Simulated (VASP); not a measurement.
# Al2Cl2F (Immm) in VASP: notebook

Runs on Al2Cl2F. Level: PBE. Tasks: single point, relaxation of cell and atoms.

All numbers are computed with VASP 6.6.1; they aren't measurements. Logs are shortened: lines on timing, memory, paths and dates and some standing lists are left out, and cuts for length are marked.

## Step 1: The cell of the first run

Symmetry: Immm, No. 71, orthorhombic system. The conventional cell has a = 3.877 Å, b = 5.607 Å, c = 8.611 Å, α = 90.00°, β = 90.00°, γ = 90.00°. Al (site symmetry m2m) has 2 F at 2.41 Å and 6 Cl at 2.52 to 3.26 Å and 2 Al at 2.75 to 2.86 Å within 3.3 Å. Cl (site symmetry mm2) has 6 Al at 2.52 to 3.26 Å and 4 F at 2.84 to 3.58 Å and 4 Cl at 3.41 Å within 3.6 Å. Within 3.2 Å of F (site symmetry mmm) lie 4 Al at 2.41 Å and 4 Cl at 2.84 Å.

The cell was built from a structure type or drawn by symmetry, and may not be a known phase.

## Step 2: Single point, PBE

File INCAR:

```
PREC     = Accurate       # precision mode
ENCUT    = 520            # plane-wave cutoff, eV
EDIFF    = 1E-6           # SCF threshold, eV
ISMEAR   = 0              # smearing method
SIGMA    = 0.1            # smearing width, eV
LREAL    = F              # projectors in reciprocal space
LASPH    = T              # aspherical terms in the spheres
NELM     = 80             # most SCF steps
ALGO     = Normal         # electronic algorithm
ISIF     = 2              # what is computed and relaxed
LWAVE    = F              # write WAVECAR
LCHARG   = F              # write CHGCAR
GGA      = PE             # functional
NBANDS   = 22             # bands
```

File KPOINTS:

```
Automatic mesh
0
Gamma
  6 6 6
```

File POSCAR:

```
Al2Cl2F
1.0
   -1.9384059712      2.8034179030      4.3055610552
    1.9384059712     -2.8034179030      4.3055610552
    1.9384059712      2.8034179030     -4.3055610552
Al Cl F
2 2 1
Direct
    0.2549151039      0.5000000000      0.7549151039
    0.7450848961      0.5000000000      0.2450848961
    0.7594868460      0.2594868460      0.5000000000
    0.2405131540      0.7405131540      0.5000000000
    0.0000000000      0.0000000000      0.0000000000
```

Potentials or basis: VASP PAW PBE potentials, release 64 (Al, Cl, F).

Run with:

```sh
$ cat potpaw_PBE.64/Al/POTCAR potpaw_PBE.64/Cl/POTCAR potpaw_PBE.64/F/POTCAR > POTCAR
$ mpirun -np 1 vasp_std > vasp.out
```

OUTCAR:

```text
PREC = Accurate
   ENCUT = 520
   EDIFF = 1E-6
   ISMEAR = 0
   LREAL = F
   LASPH = T
   NELM = 80
   ISIF = 2
   GGA = PE

 ion  position               nearest neighbor table
   1  0.255  0.500  0.755-   5 2.41   5 2.41   3 2.52   4 2.52   2 2.75   2 2.86
   2  0.745  0.500  0.245-   5 2.41   5 2.41   4 2.52   3 2.52   1 2.75   1 2.86
   3  0.759  0.259  0.500-   1 2.52   2 2.52
   4  0.241  0.741  0.500-   1 2.52   2 2.52
   5  0.000  0.000  0.000-   1 2.41   2 2.41   1 2.41   2 2.41

  LATTYP: Found a body centered orthorhombic cell.
 ALAT       =     3.8768119424
 B/A-ratio  =     1.4462491060
 C/A-ratio  =     2.2211864383

  Lattice vectors:

 A1 = (  -1.9384059712,   2.8034179030,   4.3055610552)
 A2 = (   1.9384059712,  -2.8034179030,   4.3055610552)
 A3 = (   1.9384059712,   2.8034179030,  -4.3055610552)

Analysis of symmetry for initial positions (statically):
=====================================================================
 Subroutine PRICEL returns:
 Original cell was already a primitive cell.

 Routine SETGRP: Setting up the symmetry group for a
 body centered orthorhombic supercell.

 Subroutine GETGRP returns: Found  8 space group operations
 (whereof  8 operations were pure point group operations)
 out of a pool of  8 trial point group operations.

The static configuration has the point symmetry D_2h.

Analysis of symmetry for dynamics (positions and initial velocities):
=====================================================================
 Subroutine PRICEL returns:
 Original cell was already a primitive cell.

 Routine SETGRP: Setting up the symmetry group for a
 body centered orthorhombic supercell.

 Subroutine GETGRP returns: Found  8 space group operations
 (whereof  8 operations were pure point group operations)
 out of a pool of  8 trial point group operations.

The dynamic configuration has the point symmetry D_2h.

 Subroutine INISYM returns: Found  8 space group operations
 (whereof  8 operations are pure point group operations),
 and found     1 'primitive' translations

----------------------------------------------------------------------------------------

                                     Primitive cell

  volume of cell :      93.5885

  direct lattice vectors                    reciprocal lattice vectors
    -1.938405971  2.803417903  4.305561055     0.000000000  0.178353716  0.116128884
     1.938405971 -2.803417903  4.305561055     0.257943902  0.000000000  0.116128884
     1.938405971  2.803417903 -4.305561055     0.257943902  0.178353716  0.000000000

  length of vectors
     5.491304549  5.491304549  5.491304549     0.212828489  0.282879788  0.313600230

  position of ions in fractional coordinates (direct lattice)
     0.254915104  0.500000000  0.754915104
     0.745084896  0.500000000  0.245084896
     0.759486846  0.259486846  0.500000000
     0.240513154  0.740513154  0.500000000
     0.000000000  0.000000000  0.000000000

  ion indices of the primitive-cell ions
   primitive index   ion index
                 1           1
                 2           2
                 3           3
                 4           4
                 5           5

----------------------------------------------------------------------------------------

 KPOINTS: Automatic mesh

Automatic generation of k-mesh.
 Grid dimensions read from file:
 generate k-points for:    6    6    6

 Generating k-lattice:

  Cartesian coordinates                     Fractional coordinates (reciprocal lattice)
     0.000000000  0.029725619  0.019354814     0.166666667  0.000000000  0.000000000
     0.042990650  0.000000000  0.019354814     0.000000000  0.166666667 -0.000000000
     0.042990650  0.029725619  0.000000000     0.000000000 -0.000000000  0.166666667

  Length of vectors
     0.035471415  0.047146631  0.052266705

  Shift w.r.t. Gamma in fractional coordinates (k-lattice)
     0.000000000  0.000000000  0.000000000

 Subroutine IBZKPT returns following result:
 ===========================================

 Found     46 irreducible k-points:

 Following reciprocal coordinates:
            Coordinates               Weight
  0.000000  0.000000  0.000000      1.000000
  0.166667 -0.000000  0.000000      4.000000
  0.333333 -0.000000  0.000000      4.000000
  0.500000 -0.000000  0.000000      2.000000
 -0.000000  0.166667  0.000000      4.000000
  0.166667  0.166667  0.000000      8.000000
[... 16 lines left out ...]
 -0.166667  0.166667  0.166667      2.000000
  0.166667  0.333333  0.166667      4.000000
 [... further k-points ...]
   k-points           NKPTS =     46   k-points in BZ     NKDIM =     46   number of bands    NBANDS=     22
   number of dos      NEDOS =    301   number of ions     NIONS =      5
   total plane-waves  NPLWV =  74088
   dimension x,y,z NGX =    42 NGY =   42 NGZ =   42
   dimension x,y,z NGXF=    84 NGYF=   84 NGZF=   84
   ions per type =               2   2   1
   NGX,Y,Z   is equivalent  to a cutoff of  12.72, 12.72, 12.72 a.u.
   NGXF,Y,Z  is equivalent  to a cutoff of  25.43, 25.43, 25.43 a.u.
 SYSTEM =  unknown system
   PREC   = accura    normal or accurate (medium, high low for compatibility)
   ISTART =      0    job   : 0-new  1-cont  2-samecut
   ICHARG =      2    charge: 1-file 2-atom 10-const
   ISPIN  =      1    spin polarized calculation?
   LNONCOLLINEAR =      F non collinear calculations
   LSORBIT =      F    spin-orbit coupling
   LASPH  =      T    aspherical Exc in radial PAW
   ENCUT  =  520.0 eV  38.22 Ry    6.18 a.u.  10.21 10.21 10.21*2*pi/ulx,y,z
   NELM   =     80;   NELMIN=  2; NELMDL= -5     # of ELM steps
   EDIFF  = 0.1E-05   stopping-criterion for ELM
   LREAL  =      F    real-space projection
   EDIFFG = 0.1E-04   stopping-criterion for IOM
   NSW    =      0    number of steps for IOM
   IBRION =     -1    ionic relax: 0-MD 1-quasi-New 2-CG
   NFREE  =      0    steps in history (QN), initial steepest desc. (CG)
   ISIF   =      2    stress and relaxation
   ISYM   =      2    0-nonsym 1-usesym 2-fastsym
   POTIM  = 0.5000    time-step for ionic-motion
   TEBEG  =    0.0;   TEEND  =   0.0 temperature during run
   PSTRESS=    0.0 pullay stress
   NELECT =      27.0000    total number of electrons
   NUPDOWN=      -1.0000    fix difference up-down
   EMIN   =  10.00;   EMAX   =-10.00  energy-range for DOS
   EFERMI =   0.00;   METHOD = LEGACY
   ISMEAR =     0;   SIGMA  =   0.10  broadening in eV -4-tet -1-fermi 0-gaus
   EFERMI_NEDOS =   21; number of points for ismear=-14 and -15
   IALGO  =     38    algorithm
   IMIX   =      4    mixing-type and parameters
     AMIX     =   0.40;   BMIX     =  1.00
     AMIX_MAG =   1.60;   BMIX_MAG =  1.00
  volume/ion in A,a.u.               =      18.72       126.31
  Fermi-wavevector in a.u.,A,eV,Ry     =   1.081738  2.044188 15.920946  1.170157
  Thomas-Fermi vector in A             =   2.217762
   LORBIT       =      0    0 simple, 1 ext, 2 COOP (PROOUT), +10 PAW based schemes
   GGA     = PE    functional components
   LHFCALC =     F    Hartree Fock is set to
   AEXX    =    0.0000 exact exchange contribution
   IVDW    =     0    specifies the selected vdW correction
   LEPSILON=     F    determine dielectric tensor
   LRPA    =     F    only Hartree local field effects (RPA)
 non-spin polarized calculation
 Gauss-broadening in eV      SIGMA  =   0.10
  energy-cutoff  :      520.00
  volume of cell :       93.59
 maximum number of plane-waves:      2533
 NGX is ok and might be reduce to    42
   NGX = 21   NGY = 21   NGZ = 21

 number of electron      26.9999995 magnetization

 Free energy of the ion-electron system (eV)
  ---------------------------------------------------
  ext. energy  EPLUGINS =         0.00000000
  ---------------------------------------------------
  free energy    TOTEN  =       -17.69886792 eV

  energy without entropy =      -17.69294450  energy(sigma->0) =      -17.69590621

 E-fermi :   5.1101     XC(G=0):  -9.3031

 val. band max:        5.1087956660   @ k =   0.0000   0.3333  -0.0000
 cond. band min:       5.1358909220   @ k =   0.5000   0.5000   0.0000
 fundamental gap:      0.0270952560
 Fermi energy:         5.1100821818

 k-point     1 :       0.0000    0.0000    0.0000
  band No.  band energies     occupation
      1     -19.0809      2.00000
      2     -11.8009      2.00000
      3     -11.0468      2.00000
      4      -1.5797      2.00000
      5      -1.5343      2.00000
      6      -1.5088      2.00000
[... 14 lines left out ...]
     21      12.2604      0.00000
     22      13.4396      0.00000

 k-point     2 :       0.1667   -0.0000    0.0000
  band No.  band energies     occupation
      1     -19.0800      2.00000
      2     -11.7547      2.00000
      3     -11.1016      2.00000
      4      -1.9492      2.00000
      5      -1.5948      2.00000
      6      -1.5802      2.00000
[... 14 lines left out ...]
     21      12.0174      0.00000
     22      13.1768      0.00000

 k-point     3 :       0.3333   -0.0000    0.0000
  band No.  band energies     occupation
      1     -19.0781      2.00000
      2     -11.6255      2.00000
      3     -11.2484      2.00000
      4      -2.4249      2.00000
      5      -1.6638      2.00000
      6      -1.6236      2.00000
[... 14 lines left out ...]
     21      11.7246      0.00000
     22      12.3671      0.00000
[... 476 lines left out ...]
 k-point    23 :      -0.1667    0.1667    0.1667
  band No.  band energies     occupation
      1     -19.0434      2.00000
      2     -11.6212      2.00000
      3     -11.1311      2.00000
      4      -3.1226      2.00000
      5      -1.2206      2.00000
      6      -1.1821      2.00000
[... 14 lines left out ...]
     21      13.1511      0.00000
     22      13.3703      0.00000

 k-point    24 :       0.1667    0.3333    0.1667
  band No.  band energies     occupation
      1     -19.0299      2.00000
      2     -11.4183      2.00000
      3     -11.2950      2.00000
      4      -3.3947      2.00000
      5      -1.8213      2.00000
      6      -1.3942      2.00000
[... 14 lines left out ...]
     21      12.6284      0.00000
     22      12.6501      0.00000

 [... further k-points ...]

------------------------ aborting loop because EDIFF is reached ----------------------------------------

  FORCE on cell =-STRESS in cart. coord.  units (eV):
  Direction    XX          YY          ZZ          XY          YZ          ZX
  --------------------------------------------------------------------------------------
  -------------------------------------------------------------------------------------
  Total       -0.1959445     -0.1509238     -0.1415055      0.0000000      0.0000000      0.0000000
  in kB       -3.3544498     -2.5837238     -2.4224870      0.0000000      0.0000000      0.0000000
  external PRESSURE =      -2.7868868 kB  Pullay stress =       0.0000000 kB

 VOLUME and BASIS-vectors are now :
 -----------------------------------------------------------------------------
  energy-cutoff  :      520.00
  volume of cell :       93.59
      direct lattice vectors                 reciprocal lattice vectors
    -1.938405971  2.803417903  4.305561055     0.000000000  0.178353716  0.116128884
     1.938405971 -2.803417903  4.305561055     0.257943902  0.000000000  0.116128884
     1.938405971  2.803417903 -4.305561055     0.257943902  0.178353716  0.000000000

 POSITION                                       TOTAL-FORCE (eV/Angst)
 -----------------------------------------------------------------------------------
      1.93841      1.42927      0.00000        -0.000000      0.003223      0.000000
      0.00000      1.37415      4.30556        -0.000000     -0.003223      0.000000
      0.00000      2.80342      2.23447         0.000000     -0.000000      0.006289
      1.93841      0.00000      2.07109        -0.000000     -0.000000     -0.006289
      0.00000      0.00000      0.00000        -0.000000     -0.000000      0.000000
 -----------------------------------------------------------------------------------
    total drift:                               -0.000000     -0.000000      0.000000

  FREE ENERGIE OF THE ION-ELECTRON SYSTEM (eV)
  ---------------------------------------------------
  free  energy   TOTEN  =       -17.6988679198 eV

  energy  without entropy=      -17.6929445035  energy(sigma->0) =      -17.69590621
```

Wall time 3.5 min (1 thread of AMD EPYC 7R13, shared host); peak memory 0.26 GiB.

What came out:

```
Free energy            : -17.6989 eV
Pressure               : -0.3 GPa
Largest force          : 0.006 eV/Å
Band gap on the k mesh : zero (an odd number of electrons rules out a gap without spin polarisation)
```

Forces on the atoms (eV/Å):
```
Al   0.000  0.003  0.000
Al   0.000 -0.003  0.000
Cl   0.000  0.000  0.006
Cl   0.000  0.000 -0.006
F    0.000  0.000  0.000
```

Stress tensor (GPa, compression positive):
```
-0.34  0.00  0.00
 0.00 -0.26  0.00
 0.00  0.00 -0.24
```

Caveat: an odd number of electrons without spin polarisation forces a metal; a magnetic or distorted state may lie lower.

(Part 1 of 2 ends here.)
